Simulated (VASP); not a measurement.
Here is a VASP 6.6.1 calculation.

The input INCAR:

```
SYSTEM = CdS
  PREC = Accurate
  ENCUT = 520
  EDIFF = 1E-6
  ISMEAR = -1
  SIGMA = 0.02
  LREAL = .FALSE.
  LASPH = .TRUE.
  NELM = 60
  ALGO = Normal
  ISIF = 2
  LWAVE = .FALSE.
  LCHARG = .TRUE.
  GGA = PS
  LELF = .TRUE.
  LVHAR = .TRUE.
  NBANDS = 16
```

Contents of KPOINTS:

```
Automatic mesh
0
G
  7 7 7
  0 0 0
```

Contents of POSCAR:

```
CdS
1.0
    0.0000000000      2.9429534649      2.8840943956
    2.9429534649      0.0000000000      2.8840943956
    2.9429534649      2.9429534649      0.0000000000
Cd S
1 1
Direct
    0.0000000000      0.0000000000      0.0000000000
    0.7500000000      0.7500000000      0.7500000000
```

Potentials or basis: VASP PAW PBE potentials, release 64 (Cd, S).

Command:

```console
$ cat potpaw_PBE.64/Cd/POTCAR potpaw_PBE.64/S/POTCAR > POTCAR
$ mpirun -np 1 vasp_std > vasp.out
```

Predict the band gap on the k mesh.

0.95 eV, direct.

Predict the pressure.

-0.3 GPa.

Stress tensor (GPa, compression positive):
```
-0.44  0.00  0.00
 0.00 -0.44  0.00
 0.00  0.00 -0.06
```

Caveat: the cell differs from its parent crystal (zz strain of -2 %); the PAW data sets were made with another functional, which shifts forces and pressure a little.
